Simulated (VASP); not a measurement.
# GaSbTe4 (P4/mmm) in VASP: further runs

The runs below take GaSbTe4 through single point, relaxation of cell and atoms, with PBE.

Everything below comes from runs of VASP 6.6.1. Logs are shortened: lines on timing, memory, paths and dates and some standing lists are left out, and cuts for length are marked.

## (1) The cell of the first run

Symmetry: P4/mmm, No. 123, tetragonal system. The conventional cell has a = 4.750 Å, b = 4.750 Å, c = 7.901 Å, α = 90.00°, β = 90.00°, γ = 90.00°. Within 3.7 Å of Ga (site symmetry 4/mmm) lie 8 Te at 2.84 Å. Within 4.4 Å of Sb (site symmetry 4/mmm) lie 8 Te at 3.37 Å. Within 3.7 Å of Te (site symmetry 2mm) lie 2 Ga at 2.84 Å and 5 Te at 3.12 to 3.36 Å and 2 Sb at 3.37 Å.

The cell was built from a structure type or drawn by symmetry, and may not be a known phase.

## (2) Single point, PBE

Input file INCAR:

```
  PREC = Accurate
  ENCUT = 520
  EDIFF = 1E-6
  ISMEAR = 0
  SIGMA = 0.1
  LREAL = False
  LASPH = True
  NELM = 80
  ALGO = Normal
  ISIF = 2
  LWAVE = False
  LCHARG = False
  GGA = PE
  NBANDS = 30
```

Input file KPOINTS:

```
Automatic mesh
0
Gamma
  4 4 2
```

Input file POSCAR:

```
GaSbTe4
1.0
    4.7499502100      0.0000000000      0.0000000000
    0.0000000000      4.7499502100      0.0000000000
    0.0000000000      0.0000000000      7.9007594300
Ga Sb Te
1 1 4
Direct
    0.5000000000      0.5000000000      0.5000000000
    0.0000000000      0.0000000000      0.0000000000
    0.5000000000      0.0000000000      0.6975501200
    0.0000000000      0.5000000000      0.3024498800
    0.5000000000      0.0000000000      0.3024498800
    0.0000000000      0.5000000000      0.6975501200
```

Potentials or basis: VASP PAW PBE potentials, release 64 (Ga_d, Sb, Te).

Run with:

```bash
$ cat potpaw_PBE.64/Ga_d/POTCAR potpaw_PBE.64/Sb/POTCAR potpaw_PBE.64/Te/POTCAR > POTCAR
$ mpirun -np 1 vasp_std > vasp.out
```

OUTCAR:

```text
PREC = Accurate
   ENCUT = 520
   EDIFF = 1E-6
   ISMEAR = 0
   LREAL = False
   LASPH = True
   NELM = 80
   ISIF = 2
   GGA = PE

 ion  position               nearest neighbor table
   1  0.500  0.500  0.500-   3 2.84   4 2.84   5 2.84   6 2.84   3 2.84   5 2.84   4 2.84   6 2.84

   2  0.000  0.000  0.000-   3 3.37   4 3.37   5 3.37   6 3.37   4 3.37   6 3.37   3 3.37   5 3.37

   3  0.500  0.000  0.698-   1 2.84   1 2.84   5 3.12   6 3.36   6 3.36   6 3.36   6 3.36   2 3.37
                             2 3.37
   4  0.000  0.500  0.302-   1 2.84   1 2.84   6 3.12   5 3.36   5 3.36   5 3.36   5 3.36   2 3.37
                             2 3.37
   5  0.500  0.000  0.302-   1 2.84   1 2.84   3 3.12   4 3.36   4 3.36   4 3.36   4 3.36   2 3.37
                             2 3.37
   6  0.000  0.500  0.698-   1 2.84   1 2.84   4 3.12   3 3.36   3 3.36   3 3.36   3 3.36   2 3.37
                             2 3.37

  LATTYP: Found a simple tetragonal cell.
 ALAT       =     4.7499502100
 C/A-ratio  =     1.6633352100

  Lattice vectors:

 A1 = (   4.7499502100,   0.0000000000,   0.0000000000)
 A2 = (   0.0000000000,   4.7499502100,   0.0000000000)
 A3 = (   0.0000000000,   0.0000000000,   7.9007594300)

Analysis of symmetry for initial positions (statically):
=====================================================================
 Subroutine PRICEL returns:
 Original cell was already a primitive cell.

 Routine SETGRP: Setting up the symmetry group for a
 simple tetragonal supercell.

 Subroutine GETGRP returns: Found 16 space group operations
 (whereof 16 operations were pure point group operations)
 out of a pool of 16 trial point group operations.

The static configuration has the point symmetry D_4h.

Analysis of symmetry for dynamics (positions and initial velocities):
=====================================================================
 Subroutine PRICEL returns:
 Original cell was already a primitive cell.

 Routine SETGRP: Setting up the symmetry group for a
 simple tetragonal supercell.

 Subroutine GETGRP returns: Found 16 space group operations
 (whereof 16 operations were pure point group operations)
 out of a pool of 16 trial point group operations.

The dynamic configuration has the point symmetry D_4h.

 Subroutine INISYM returns: Found 16 space group operations
 (whereof 16 operations are pure point group operations),
 and found     1 'primitive' translations

----------------------------------------------------------------------------------------

                                     Primitive cell

  volume of cell :     178.2571

  direct lattice vectors                    reciprocal lattice vectors
     4.749950210  0.000000000  0.000000000     0.210528523  0.000000000  0.000000000
     0.000000000  4.749950210  0.000000000     0.000000000  0.210528523  0.000000000
     0.000000000  0.000000000  7.900759430     0.000000000  0.000000000  0.126570111

  length of vectors
     4.749950210  4.749950210  7.900759430     0.210528523  0.210528523  0.126570111

  position of ions in fractional coordinates (direct lattice)
     0.500000000  0.500000000  0.500000000
     0.000000000  0.000000000  0.000000000
     0.500000000  0.000000000  0.697550120
     0.000000000  0.500000000  0.302449880
     0.500000000  0.000000000  0.302449880
     0.000000000  0.500000000  0.697550120

  ion indices of the primitive-cell ions
   primitive index   ion index
                 1           1
                 2           2
                 3           3
                 4           4
                 5           5
                 6           6

----------------------------------------------------------------------------------------

 KPOINTS: Automatic mesh

Automatic generation of k-mesh.
 Grid dimensions read from file:
 generate k-points for:    4    4    2

 Generating k-lattice:

  Cartesian coordinates                     Fractional coordinates (reciprocal lattice)
     0.052632131  0.000000000  0.000000000     0.250000000  0.000000000  0.000000000
     0.000000000  0.052632131  0.000000000     0.000000000  0.250000000  0.000000000
     0.000000000  0.000000000  0.063285056     0.000000000  0.000000000  0.500000000

  Length of vectors
     0.052632131  0.052632131  0.063285056

  Shift w.r.t. Gamma in fractional coordinates (k-lattice)
     0.000000000  0.000000000  0.000000000

 Subroutine IBZKPT returns following result:
 ===========================================

 Found     12 irreducible k-points:

 Following reciprocal coordinates:
            Coordinates               Weight
  0.000000  0.000000  0.000000      1.000000
  0.250000  0.000000  0.000000      4.000000
  0.500000  0.000000  0.000000      2.000000
  0.250000  0.250000  0.000000      4.000000
  0.500000  0.250000  0.000000      4.000000
  0.500000  0.500000  0.000000      1.000000
  0.000000  0.000000  0.500000      1.000000
  0.250000  0.000000  0.500000      4.000000
  0.500000  0.000000  0.500000      2.000000
  0.250000  0.250000  0.500000      4.000000
  0.500000  0.250000  0.500000      4.000000
  0.500000  0.500000  0.500000      1.000000
   k-points           NKPTS =     12   k-points in BZ     NKDIM =     12   number of bands    NBANDS=     30
   number of dos      NEDOS =    301   number of ions     NIONS =      6
   total plane-waves  NPLWV =  77760
   dimension x,y,z NGX =    36 NGY =   36 NGZ =   60
   dimension x,y,z NGXF=    72 NGYF=   72 NGZF=  120
   ions per type =               1   1   4
   NGX,Y,Z   is equivalent  to a cutoff of  12.60, 12.60, 12.63 a.u.
   NGXF,Y,Z  is equivalent  to a cutoff of  25.20, 25.20, 25.25 a.u.
 SYSTEM =  unknown system
   PREC   = accura    normal or accurate (medium, high low for compatibility)
   ISTART =      0    job   : 0-new  1-cont  2-samecut
   ICHARG =      2    charge: 1-file 2-atom 10-const
   ISPIN  =      1    spin polarized calculation?
   LNONCOLLINEAR =      F non collinear calculations
   LSORBIT =      F    spin-orbit coupling
   LASPH  =      T    aspherical Exc in radial PAW
   ENCUT  =  520.0 eV  38.22 Ry    6.18 a.u.   8.83  8.83 14.69*2*pi/ulx,y,z
   NELM   =     80;   NELMIN=  2; NELMDL= -5     # of ELM steps
   EDIFF  = 0.1E-05   stopping-criterion for ELM
   LREAL  =      F    real-space projection
   EDIFFG = 0.1E-04   stopping-criterion for IOM
   NSW    =      0    number of steps for IOM
   IBRION =     -1    ionic relax: 0-MD 1-quasi-New 2-CG
   NFREE  =      0    steps in history (QN), initial steepest desc. (CG)
   ISIF   =      2    stress and relaxation
   ISYM   =      2    0-nonsym 1-usesym 2-fastsym
   POTIM  = 0.5000    time-step for ionic-motion
   TEBEG  =    0.0;   TEEND  =   0.0 temperature during run
   PSTRESS=    0.0 pullay stress
   NELECT =      42.0000    total number of electrons
   NUPDOWN=      -1.0000    fix difference up-down
   EMIN   =  10.00;   EMAX   =-10.00  energy-range for DOS
   EFERMI =   0.00;   METHOD = LEGACY
   ISMEAR =     0;   SIGMA  =   0.10  broadening in eV -4-tet -1-fermi 0-gaus
   EFERMI_NEDOS =   21; number of points for ismear=-14 and -15
   IALGO  =     38    algorithm
   IMIX   =      4    mixing-type and parameters
     AMIX     =   0.40;   BMIX     =  1.00
     AMIX_MAG =   1.60;   BMIX_MAG =  1.00
  volume/ion in A,a.u.               =      29.71       200.49
  Fermi-wavevector in a.u.,A,eV,Ry     =   1.011135  1.910767 13.910502  1.022393
  Thomas-Fermi vector in A             =   2.144166
   LORBIT       =      0    0 simple, 1 ext, 2 COOP (PROOUT), +10 PAW based schemes
   GGA     = PE    functional components
   LHFCALC =     F    Hartree Fock is set to
   AEXX    =    0.0000 exact exchange contribution
   IVDW    =     0    specifies the selected vdW correction
   LEPSILON=     F    determine dielectric tensor
   LRPA    =     F    only Hartree local field effects (RPA)
 non-spin polarized calculation
 Gauss-broadening in eV      SIGMA  =   0.10
  energy-cutoff  :      520.00
  volume of cell :      178.26
 maximum number of plane-waves:      4816
 NGX is ok and might be reduce to    36
   NGX = 17   NGY = 17   NGZ = 29

 number of electron      41.9999992 magnetization

 Free energy of the ion-electron system (eV)
  ---------------------------------------------------
  ext. energy  EPLUGINS =         0.00000000
  ---------------------------------------------------
  free energy    TOTEN  =       -17.03737240 eV

  energy without entropy =      -17.00691290  energy(sigma->0) =      -17.02214265

 E-fermi :   6.7495     XC(G=0):  -9.4340

 val. band max:        6.7485859133   @ k =   0.2500   0.2500   0.0000
 cond. band min:       6.7638975940   @ k =   0.5000   0.2500   0.0000
 fundamental gap:      0.0153116807
 Fermi energy:         6.7495372969

 k-point     1 :       0.0000    0.0000    0.0000
  band No.  band energies     occupation
      1      -8.4075      2.00000
      2      -8.3324      2.00000
      3      -8.3324      2.00000
      4      -8.2941      2.00000
      5      -8.2940      2.00000
      6      -7.2829      2.00000
[... 22 lines left out ...]
     29      10.7510      0.00000
     30      10.7510      0.00000

 k-point     2 :       0.2500    0.0000    0.0000
  band No.  band energies     occupation
      1      -8.3952      2.00000
      2      -8.3514      2.00000
      3      -8.3318      2.00000
      4      -8.2957      2.00000
      5      -8.2902      2.00000
      6      -6.9393      2.00000
[... 22 lines left out ...]
     29      10.4817      0.00000
     30      11.2852      0.00000

 k-point     3 :       0.5000    0.0000    0.0000
  band No.  band energies     occupation
      1      -8.3852      2.00000
      2      -8.3693      2.00000
      3      -8.3312      2.00000
      4      -8.2974      2.00000
      5      -8.2864      2.00000
      6      -6.0125      2.00000
[... 286 lines left out ...]
     29      11.4582      0.00000
     30      12.3510      0.00000

 k-point    12 :       0.5000    0.5000    0.5000
  band No.  band energies     occupation
      1      -8.3662      2.00000
      2      -8.3662      2.00000
      3      -8.3398      2.00000
      4      -8.3015      2.00000
      5      -8.2841      2.00000
      6      -5.4959      2.00000
[... 22 lines left out ...]
     29      11.3619      0.00000
     30      12.9358      0.00000

------------------------ aborting loop because EDIFF is reached ----------------------------------------

  FORCE on cell =-STRESS in cart. coord.  units (eV):
  Direction    XX          YY          ZZ          XY          YZ          ZX
  --------------------------------------------------------------------------------------
  -------------------------------------------------------------------------------------
  Total        6.2045946      6.2045946      5.6242217      0.0000000     -0.0000000      0.0000000
  in kB       55.7669688     55.7669688     50.5505704      0.0000000     -0.0000000      0.0000000
  external PRESSURE =      54.0281694 kB  Pullay stress =       0.0000000 kB

 VOLUME and BASIS-vectors are now :
 -----------------------------------------------------------------------------
  energy-cutoff  :      520.00
  volume of cell :      178.26
      direct lattice vectors                 reciprocal lattice vectors
     4.749950210  0.000000000  0.000000000     0.210528523  0.000000000  0.000000000
     0.000000000  4.749950210  0.000000000     0.000000000  0.210528523  0.000000000
     0.000000000  0.000000000  7.900759430     0.000000000  0.000000000  0.126570111

 POSITION                                       TOTAL-FORCE (eV/Angst)
 -----------------------------------------------------------------------------------
      2.37498      2.37498      3.95038        -0.000000      0.000000      0.000000
      0.00000      0.00000      0.00000        -0.000000      0.000000      0.000000
      2.37498      0.00000      5.51118        -0.000000     -0.000000      1.537438
      0.00000      2.37498      2.38958        -0.000000      0.000000     -1.537438
      2.37498      0.00000      2.38958        -0.000000     -0.000000     -1.537438
      0.00000      2.37498      5.51118         0.000000      0.000000      1.537438
 -----------------------------------------------------------------------------------
    total drift:                                0.000000      0.000000      0.000000

  FREE ENERGIE OF THE ION-ELECTRON SYSTEM (eV)
  ---------------------------------------------------
  free  energy   TOTEN  =       -17.0373724033 eV

  energy  without entropy=      -17.0069129004  energy(sigma->0) =      -17.02214265
```

It took 46 s on 1 thread of Intel Xeon Platinum 8488C (Sapphire Rapids), shared host; peak memory 0.29 GiB.

What came out:

```
Free energy            : -17.0374 eV
Pressure               : 5.4 GPa
Largest force          : 1.537 eV/Å
Band gap on the k mesh : zero (bands 21 and 22 overlap by 1.47 eV)
```

Forces on the atoms (eV/Å):
```
Ga   0.000  0.000  0.000
Sb   0.000  0.000  0.000
Te   0.000  0.000  1.537
Te   0.000  0.000 -1.537
Te   0.000  0.000 -1.537
Te   0.000  0.000  1.537
```

Levels at points of the mesh, in eV from the Fermi level:
```csv
k point,band 17,band 18,band 19,band 20,band 21,band 22,band 23,band 24,band 25,band 26
"(0.00, 0.00, 0.00)",-2.95,-1.97,-1.51,-1.51,0.55,0.55,0.92,0.92,1.02,1.14
"(0.50, 0.00, 0.00)",-2.84,-2.38,-2.14,-2.00,-0.84,-0.54,0.14,0.15,1.45,2.84
"(0.50, 0.50, 0.00)",-0.90,-0.24,-0.24,0.34,0.34,0.90,0.91,1.30,1.91,2.13
"(0.00, 0.00, 0.50)",-2.01,-1.05,-0.48,-0.48,-0.39,-0.39,0.12,0.13,1.24,1.46
"(0.50, 0.00, 0.50)",-2.87,-2.83,-2.69,-2.21,-1.73,0.18,0.87,1.12,1.57,2.65
"(0.50, 0.50, 0.50)",-2.81,-2.81,-0.52,-0.43,0.93,1.35,1.87,2.06,2.53,2.76
```

Caveat: the k points lie up to 0.40 Å⁻¹ apart, too coarse for converged energies and pressures of a metal; spin-orbit coupling is left out, which moves the levels of the heavy elements; forces of over 1 eV/Å act on the atoms, so gaps and moduli don't describe the material at rest.

## (3) Single point, PBE

This run uses another cell than the first one, of 33.23 Å³/atom.

Input file INCAR:

```
PREC = Accurate ; ENCUT = 520
EDIFF = 1E-7 ; ISMEAR = 0
SIGMA = 0.1 ; LREAL = False
LASPH = True ; NELM = 60
ALGO = Normal ; ISIF = 2
LWAVE = False ; LCHARG = True
GGA = PE ; LELF = True
LVHAR = True ; NBANDS = 30
```

Input file KPOINTS:

```
regular mesh
0
Gamma
  4 4 2
```

Input file POSCAR:

```
GaSbTe4
1.0
    4.7343979182      0.0000000000      0.0000000000
    0.0000000000      4.7343979182      0.0000000000
    0.0000000000      0.0000000000      8.8946718970
Ga Sb Te
1 1 4
Direct
    0.5000000000      0.5000000000      0.5000000000
    0.0000000000      0.0000000000      0.0000000000
    0.5000000000      0.0000000000      0.7562784800
    0.0000000000      0.5000000000      0.2437215200
    0.5000000000      0.0000000000      0.2437215200
    0.0000000000      0.5000000000      0.7562784800
```

Potentials or basis: VASP PAW PBE potentials, release 64 (Ga_d, Sb, Te).

Run with:

```bash
$ cat potpaw_PBE.64/Ga_d/POTCAR potpaw_PBE.64/Sb/POTCAR potpaw_PBE.64/Te/POTCAR > POTCAR
$ mpirun -np 1 vasp_std > vasp.out
```

It took 56 s on 1 thread of Intel Xeon Platinum 8488C (Sapphire Rapids), shared host; peak memory 0.32 GiB.

The run converged. Its results:

```
Free energy            : -18.8944 eV
Pressure               : -0.1 GPa
Largest force          : 0.018 eV/Å
Band gap on the k mesh : zero (bands 21 and 22 overlap by 2.65 eV)
```

Forces in eV/Å, atoms in the order of the input:
```
Ga   0.000  0.000  0.000
Sb   0.000  0.000  0.000
Te   0.000  0.000 -0.018
Te   0.000  0.000  0.018
Te   0.000  0.000  0.018
Te   0.000  0.000 -0.018
```

Stress tensor (GPa, compression positive):
```
-0.21  0.00  0.00
 0.00 -0.21  0.00
 0.00  0.00  0.09
```

Levels at points of the mesh, in eV from the Fermi level:
```csv
k point,band 17,band 18,band 19,band 20,band 21,band 22,band 23,band 24,band 25,band 26
"(0.00, 0.00, 0.00)",-1.49,-0.86,-0.66,-0.66,0.03,0.78,1.16,1.16,1.67,1.67
"(0.50, 0.00, 0.00)",-2.26,-2.02,-1.78,-1.47,-1.42,-0.92,-0.83,1.10,2.22,2.78
"(0.50, 0.50, 0.00)",-2.70,-1.25,-1.25,0.85,0.85,1.22,2.00,2.19,2.25,2.41
"(0.00, 0.00, 0.50)",-1.55,-1.00,-0.65,-0.23,-0.23,0.54,0.80,0.80,1.67,1.78
"(0.50, 0.00, 0.50)",-2.17,-2.15,-2.10,-1.93,-1.82,-0.32,0.21,1.25,2.28,2.34
"(0.50, 0.50, 0.50)",-2.52,-2.52,-2.43,0.69,1.73,2.05,2.15,2.32,2.33,2.57
```

Caveat: spin-orbit coupling is left out, which moves the levels of the heavy elements.

## (4) Single point, PBE

This run uses another cell than the first one, of 33.53 Å³/atom.

Input file INCAR:

```
PREC = Accurate ; ENCUT = 520
EDIFF = 1E-6 ; ISMEAR = 0
SIGMA = 0.1 ; LREAL = False
LASPH = True ; NELM = 80
ALGO = Normal ; ISIF = 2
LWAVE = False ; LCHARG = True
GGA = PE ; LELF = True
LVHAR = True ; NBANDS = 30
```

Input file KPOINTS:

```
Automatic mesh
0
Gamma
  8 8 4
```

Input file POSCAR:

```
GaSbTe4
1.0
    4.7088002115      0.0000000000      0.0000000000
    0.0000000000      4.7088002115      0.0000000000
    0.0000000000      0.0000000000      9.0731400972
Ga Sb Te
1 1 4
Direct
    0.5000000000      0.5000000000      0.5000000000
    0.0000000000      0.0000000000      0.0000000000
    0.5000000000      0.0000000000      0.7578626365
    0.0000000000      0.5000000000      0.2421373635
    0.5000000000      0.0000000000      0.2421373635
    0.0000000000      0.5000000000      0.7578626365
```

Run with:

```bash
$ cat potpaw_PBE.64/Ga_d/POTCAR potpaw_PBE.64/Sb/POTCAR potpaw_PBE.64/Te/POTCAR > POTCAR
$ mpirun -np 1 vasp_std > vasp.out
```

Wall time 2.9 min (1 thread of Intel Xeon Platinum 8488C (Sapphire Rapids), shared host); peak memory 0.47 GiB.

Results (log left out):

```yaml
Free_energy: -18.8992 eV
Pressure: 0.0 GPa
Largest_force: 0.004 eV/Å
Band_gap_on_the_k_mesh: zero (bands 21 and 22 overlap by 2.62 eV)
```

Forces in eV/Å, atoms in the order of the input:
```
Ga   0.000  0.000  0.000
Sb   0.000  0.000  0.000
Te   0.000  0.000  0.004
Te   0.000  0.000 -0.004
Te   0.000  0.000 -0.004
Te   0.000  0.000  0.004
```

Levels at points of the mesh, in eV from the Fermi level:
| k point | band 17 | band 18 | band 19 | band 20 | band 21 | band 22 | band 23 | band 24 | band 25 | band 26 |
| --- | --- | --- | --- | --- | --- | --- | --- | --- | --- | --- |
| (0.00, 0.00, 0.00) | -1.35 | -0.81 | -0.56 | -0.56 | 0.03 | 0.80 | 1.29 | 1.29 | 1.75 | 1.75 |
| (0.50, 0.00, 0.00) | -2.16 | -1.97 | -1.72 | -1.49 | -1.43 | -0.91 | -0.88 | 1.09 | 2.24 | 2.72 |
| (0.50, 0.50, 0.00) | -2.78 | -1.29 | -1.29 | 0.80 | 0.80 | 1.10 | 2.18 | 2.35 | 2.44 | 2.58 |
| (0.00, 0.00, 0.50) | -1.66 | -0.92 | -0.55 | -0.19 | -0.19 | 0.62 | 0.96 | 0.96 | 1.71 | 1.83 |
| (0.50, 0.00, 0.50) | -2.05 | -2.04 | -2.04 | -1.86 | -1.73 | -0.34 | 0.13 | 1.21 | 2.12 | 2.26 |
| (0.50, 0.50, 0.50) | -2.54 | -2.44 | -2.44 | 0.65 | 1.71 | 2.22 | 2.31 | 2.47 | 2.47 | 2.50 |

Caveat: spin-orbit coupling is left out, which moves the levels of the heavy elements.

(Continued in part 2 of 2.)
